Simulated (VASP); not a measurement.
# Al3Cu (P4mm) in VASP: further runs, part 2 of 2

VASP 6.6.1. Earlier steps stand in the parts before.

### Step 3. Single point, PBEsol (atom 4 (Cu) moved +0.067 Å along Cartesian [0 0 1])

Contents of INCAR:

```
SYSTEM = Al3Cu
  PREC = Accurate
  ENCUT = 520
  EDIFF = 1E-7
  ISMEAR = 0
  SIGMA = 0.15
  LREAL = .False.
  LASPH = .True.
  NELM = 80
  ALGO = Fast
  ISIF = 2
  LWAVE = .False.
  LCHARG = .False.
  GGA = PS
  NBANDS = 18
```

Contents of KPOINTS:

```
Automatic mesh
0
Gamma
  12 12 12
  0 0 0
```

Contents of POSCAR:

```
Al3Cu
1.0
    3.8923537780      0.0000000000      0.0000000000
    0.0000000000      3.8923537780      0.0000000000
    0.0000000000      0.0000000000      3.8923537780
Al Cu
3 1
Direct
    0.0000000000      0.5000000000      0.5000000000
    0.5000000000      0.0000000000      0.5000000000
    0.5000000000      0.5000000000      0.0000000000
    0.0000000000      0.0000000000      0.0171361607
```

Potentials or basis: VASP PAW PBE potentials, release 64 (Al, Cu).

The run is started by

```
$ cat potpaw_PBE.64/Al/POTCAR potpaw_PBE.64/Cu/POTCAR > POTCAR
$ mpirun -np 1 vasp_std > vasp.out
```

Run time: 3.1 min. Hardware: 1 thread of Intel Xeon Platinum 8488C (Sapphire Rapids), shared host; peak memory 0.31 GiB.

The run converged. Its results:

```yaml
Free_energy: -16.7213 eV
Pressure: 0.3 GPa
Largest_force: 0.128 eV/Å
Band_gap_on_the_k_mesh: zero (bands 10 and 11 overlap by 4.10 eV)
```

Forces on the atoms (eV/Å):
```
Al   0.000  0.000  0.075
Al   0.000  0.000  0.075
Al   0.000  0.000 -0.021
Cu   0.000  0.000 -0.128
```

Levels at points of the mesh, in eV from the Fermi level:
| k point | band 7 | band 8 | band 9 | band 10 | band 11 | band 12 | band 13 | band 14 |
| --- | --- | --- | --- | --- | --- | --- | --- | --- |
| (0.00, 0.00, 0.00) | -2.43 | -2.43 | -2.43 | -0.60 | 0.50 | 0.51 | 6.48 | 6.48 |
| (0.50, 0.00, 0.00) | -3.42 | 0.24 | 0.24 | 0.30 | 0.32 | 0.72 | 2.00 | 2.34 |
| (0.00, 0.00, 0.50) | -3.42 | 0.20 | 0.20 | 0.37 | 0.37 | 0.70 | 1.99 | 2.34 |
| (0.50, 0.50, 0.00) | -3.43 | -3.35 | -3.09 | 1.33 | 2.96 | 2.96 | 3.32 | 3.79 |
| (0.00, 0.50, 0.50) | -3.42 | -3.35 | -3.09 | 1.33 | 2.94 | 2.98 | 3.36 | 3.75 |
| (0.50, 0.50, 0.50) | -4.03 | -3.42 | -3.41 | -2.48 | -1.91 | -1.91 | -1.91 | 12.23 |

Caveat: the cell differs from its parent crystal (atom 4 (Cu) moved +0.067 Å along Cartesian [0 0 1]); the PAW data sets were made with another functional, which shifts forces and pressure a little.

### Step 4. Single point, PBEsol (atom 4 (Cu) moved -0.033 Å along Cartesian [0 0 1])

Contents of INCAR:

```
SYSTEM = Al3Cu
  ALGO = Fast
  EDIFF = 1E-7
  ENCUT = 520
  GGA = PS
  ISIF = 2
  ISMEAR = 0
  LASPH = .True.
  LCHARG = .False.
  LREAL = .False.
  LWAVE = .False.
  NBANDS = 18
  NELM = 100
  PREC = Accurate
  SIGMA = 0.15
```

Contents of KPOINTS:

```
k-points
0
Gamma
  12 12 12
  0 0 0
```

Edit POSCAR of step 3 so:

```diff
@@ -11,2 +11,2 @@
     0.5000000000      0.5000000000      0.0000000000
-    0.0000000000      0.0000000000      0.0171361607
+    0.0000000000      0.0000000000     -0.0085552347
```

The run is started by

```
$ cat potpaw_PBE.64/Al/POTCAR potpaw_PBE.64/Cu/POTCAR > POTCAR
$ mpirun -np 1 vasp_std > vasp.out
```

Wall time 2.9 min (1 thread of Intel Xeon Platinum 8488C (Sapphire Rapids), shared host); peak memory 0.31 GiB.

Results (log left out):

```yaml
Free_energy: -16.7245 eV
Pressure: 0.2 GPa
Largest_force: 0.063 eV/Å
Band_gap_on_the_k_mesh: zero (bands 10 and 11 overlap by 4.10 eV)
```

Forces in eV/Å, atoms in the order of the input:
```
Al   0.000  0.000 -0.037
Al   0.000  0.000 -0.037
Al   0.000  0.000  0.011
Cu   0.000  0.000  0.063
```

Levels at points of the mesh, in eV from the Fermi level:
| k point | band 7 | band 8 | band 9 | band 10 | band 11 | band 12 | band 13 | band 14 |
| --- | --- | --- | --- | --- | --- | --- | --- | --- |
| (0.00, 0.00, 0.00) | -2.43 | -2.43 | -2.43 | -0.60 | 0.50 | 0.51 | 6.48 | 6.48 |
| (0.50, 0.00, 0.00) | -3.42 | 0.24 | 0.24 | 0.32 | 0.32 | 0.70 | 1.99 | 2.34 |
| (0.00, 0.00, 0.50) | -3.42 | 0.22 | 0.22 | 0.34 | 0.34 | 0.70 | 1.99 | 2.34 |
| (0.50, 0.50, 0.00) | -3.42 | -3.34 | -3.09 | 1.33 | 2.98 | 2.98 | 3.32 | 3.77 |
| (0.00, 0.50, 0.50) | -3.42 | -3.34 | -3.09 | 1.33 | 2.97 | 2.98 | 3.33 | 3.76 |
| (0.50, 0.50, 0.50) | -4.03 | -3.41 | -3.41 | -2.48 | -1.90 | -1.90 | -1.90 | 12.24 |

Caveat: the cell differs from its parent crystal (atom 4 (Cu) moved -0.033 Å along Cartesian [0 0 1]); the PAW data sets were made with another functional, which shifts forces and pressure a little.

### Step 5. Single point, PBEsol (atom 4 (Cu) moved +0.083 Å along Cartesian [0 0 1])

Contents of INCAR:

```
ALGO = Fast
EDIFF = 1E-6
ENCUT = 520
GGA = PS
ISIF = 2
ISMEAR = 0
LASPH = T
LCHARG = F
LREAL = F
LWAVE = F
NBANDS = 18
NELM = 60
PREC = Accurate
SIGMA = 0.15
```

Contents of KPOINTS:

```
k-points
0
Gamma
  12 12 12
```

Edit POSCAR of step 4 so:

```diff
@@ -11,2 +11,2 @@
     0.5000000000      0.5000000000      0.0000000000
-    0.0000000000      0.0000000000     -0.0085552347
+    0.0000000000      0.0000000000      0.0214009324
```

The run is started by

```
$ cat potpaw_PBE.64/Al/POTCAR potpaw_PBE.64/Cu/POTCAR > POTCAR
$ mpirun -np 1 vasp_std > vasp.out
```

Wall time 2.8 min (1 thread of Intel Xeon Platinum 8488C (Sapphire Rapids), shared host); peak memory 0.31 GiB.

Results (log left out):

| Item | Value |
| --- | --- |
| Free energy | -16.7189 eV |
| Pressure | 0.2 GPa |
| Largest force | 0.160 eV/Å |
| Band gap on the k mesh | zero (bands 10 and 11 overlap by 4.09 eV) |

Forces on the atoms (eV/Å):
```
Al   0.000  0.000  0.093
Al   0.000  0.000  0.093
Al   0.000  0.000 -0.027
Cu   0.000  0.000 -0.160
```

Stress tensor (GPa, compression positive):
```
0.21 0.00 0.00
0.00 0.21 0.00
0.00 0.00 0.29
```

Levels at points of the mesh, in eV from the Fermi level:
```
           k point  band 8  band 9  band 10  band 11  band 12  band 13
(0.00, 0.00, 0.00)   -2.43   -2.43    -0.60     0.49     0.51     6.48
(0.50, 0.00, 0.00)    0.24    0.24     0.28     0.32     0.73     2.00
(0.00, 0.00, 0.50)    0.18    0.18     0.38     0.38     0.70     1.98
(0.50, 0.50, 0.00)   -3.35   -3.09     1.34     2.94     2.94     3.32
(0.00, 0.50, 0.50)   -3.35   -3.10     1.33     2.92     2.98     3.38
(0.50, 0.50, 0.50)   -3.42   -3.41    -2.47    -1.91    -1.91    -1.91
```

Caveat: the cell differs from its parent crystal (atom 4 (Cu) moved +0.083 Å along Cartesian [0 0 1]); the PAW data sets were made with another functional, which shifts forces and pressure a little.

### Step 6. Single point, PBEsol (atom 4 (Cu) moved +0.050 Å along Cartesian [0 0 1])

Contents of INCAR:

```
SYSTEM = Al3Cu
  ALGO = Fast
  EDIFF = 1E-6
  ENCUT = 520
  GGA = PS
  ISIF = 2
  ISMEAR = 0
  LASPH = .True.
  LCHARG = .True.
  LELF = .True.
  LREAL = .False.
  LVHAR = .True.
  LWAVE = .False.
  NBANDS = 18
  NELM = 100
  PREC = Accurate
  SIGMA = 0.15
```

Contents of KPOINTS:

```
k-points
0
Gamma
  12 12 12
  0 0 0
```

Edit POSCAR of step 5 so:

```diff
@@ -11,2 +11,2 @@
     0.5000000000      0.5000000000      0.0000000000
-    0.0000000000      0.0000000000      0.0214009324
+    0.0000000000      0.0000000000      0.0128456977
```

Potentials or basis: VASP PAW PBE potentials, release 64 (Al, Cu).

The run is started by

```
$ cat potpaw_PBE.64/Al/POTCAR potpaw_PBE.64/Cu/POTCAR > POTCAR
$ mpirun -np 1 vasp_std > vasp.out
```

It took 2.6 min on 1 thread of Intel Xeon Platinum 8488C (Sapphire Rapids), shared host; peak memory 0.31 GiB.

The run converged. Its results:

* Free energy: -16.7232 eV
* Pressure: 0.2 GPa
* Largest force: 0.095 eV/Å
* Band gap on the k mesh: zero (bands 10 and 11 overlap by 4.10 eV)

Forces in eV/Å, atoms in the order of the input:
```
Al   0.000  0.000  0.056
Al   0.000  0.000  0.056
Al   0.000  0.000 -0.016
Cu   0.000  0.000 -0.095
```

Levels at points of the mesh, in eV from the Fermi level:
| k point | band 7 | band 8 | band 9 | band 10 | band 11 | band 12 | band 13 | band 14 |
| --- | --- | --- | --- | --- | --- | --- | --- | --- |
| (0.00, 0.00, 0.00) | -2.43 | -2.43 | -2.43 | -0.60 | 0.50 | 0.51 | 6.48 | 6.48 |
| (0.50, 0.00, 0.00) | -3.42 | 0.24 | 0.24 | 0.31 | 0.32 | 0.71 | 1.99 | 2.34 |
| (0.00, 0.00, 0.50) | -3.42 | 0.21 | 0.21 | 0.35 | 0.35 | 0.70 | 1.99 | 2.34 |
| (0.50, 0.50, 0.00) | -3.42 | -3.34 | -3.09 | 1.33 | 2.97 | 2.97 | 3.32 | 3.78 |
| (0.00, 0.50, 0.50) | -3.42 | -3.34 | -3.09 | 1.33 | 2.96 | 2.98 | 3.34 | 3.76 |
| (0.50, 0.50, 0.50) | -4.03 | -3.41 | -3.41 | -2.48 | -1.90 | -1.90 | -1.90 | 12.23 |

Caveat: the cell differs from its parent crystal (atom 4 (Cu) moved +0.050 Å along Cartesian [0 0 1]); the PAW data sets were made with another functional, which shifts forces and pressure a little.

### Step 7. Single point, PBEsol (atom 4 (Cu) moved +0.017 Å along Cartesian [0 0 1])

Contents of INCAR:

```
ALGO = Fast ; EDIFF = 1E-6
ENCUT = 520 ; GGA = PS
ISIF = 2 ; ISMEAR = 0
LASPH = T ; LCHARG = F
LREAL = F ; LWAVE = F
NBANDS = 18 ; NELM = 100
PREC = Accurate ; SIGMA = 0.15
```

Contents of KPOINTS:

```
k-points
0
Gamma
  12 12 12
```

Edit POSCAR of step 6 so:

```diff
@@ -11,2 +11,2 @@
     0.5000000000      0.5000000000      0.0000000000
-    0.0000000000      0.0000000000      0.0128456977
+    0.0000000000      0.0000000000      0.0042904630
```

The run is started by

```
$ cat potpaw_PBE.64/Al/POTCAR potpaw_PBE.64/Cu/POTCAR > POTCAR
$ mpirun -np 1 vasp_std > vasp.out
```

Wall time 2.4 min (1 thread of Intel Xeon Platinum 8488C (Sapphire Rapids), shared host); peak memory 0.31 GiB.

It converged, with:

| Item | Value |
| --- | --- |
| Free energy | -16.7253 eV |
| Pressure | 0.3 GPa |
| Largest force | 0.032 eV/Å |
| Band gap on the k mesh | zero (bands 10 and 11 overlap by 4.11 eV) |

Forces in eV/Å, atoms in the order of the input:
```
Al   0.000  0.000  0.019
Al   0.000  0.000  0.019
Al   0.000  0.000 -0.005
Cu   0.000  0.000 -0.032
```

Levels at points of the mesh, in eV from the Fermi level:
```tsv
k point	band 7	band 8	band 9	band 10	band 11	band 12	band 13	band 14
(0.00, 0.00, 0.00)	-2.43	-2.43	-2.43	-0.60	0.51	0.51	6.48	6.48
(0.50, 0.00, 0.00)	-3.42	0.24	0.24	0.32	0.32	0.70	1.99	2.34
(0.00, 0.00, 0.50)	-3.42	0.23	0.23	0.33	0.33	0.70	1.99	2.34
(0.50, 0.50, 0.00)	-3.42	-3.34	-3.09	1.33	2.98	2.98	3.32	3.77
(0.00, 0.50, 0.50)	-3.42	-3.34	-3.09	1.33	2.98	2.98	3.32	3.77
(0.50, 0.50, 0.50)	-4.03	-3.41	-3.41	-2.49	-1.90	-1.90	-1.90	12.24
```

Caveat: the cell differs from its parent crystal (atom 4 (Cu) moved +0.017 Å along Cartesian [0 0 1]); the PAW data sets were made with another functional, which shifts forces and pressure a little.

### Step 8. The runs side by side

```tsv
cell	further INCAR settings	gap on the mesh (eV)	pressure (GPa)	largest force (eV/Å)
as given, atomic positions A	ALGO = Fast; EDIFF = 1e-06; NBANDS = 18	none	0.2	0.19
as given, atomic positions B	ALGO = Fast; EDIFF = 1e-07; NBANDS = 18	none	0.3	0.13
as given, atomic positions C	ALGO = Fast; EDIFF = 1e-07; NBANDS = 18	none	0.2	0.06
as given, atomic positions D	ALGO = Fast; EDIFF = 1e-06; NBANDS = 18	none	0.2	0.16
as given, atomic positions E	ALGO = Fast; EDIFF = 1e-06; NBANDS = 18	none	0.2	0.10
as given, atomic positions F	ALGO = Fast; EDIFF = 1e-06; NBANDS = 18	none	0.3	0.03
```

Alike in all rows: task single point; level PBEsol; potentials or basis VASP PAW PBE potentials, release 64 (Al, Cu); no spin polarisation; k mesh 12 × 12 × 12; cutoff (eV) 520; smearing gaussian 0.15 eV.

Caveats: the PAW data sets were made with another functional, which shifts forces and pressure a little.

Absolute energies hang on the potentials; compare differences alone.
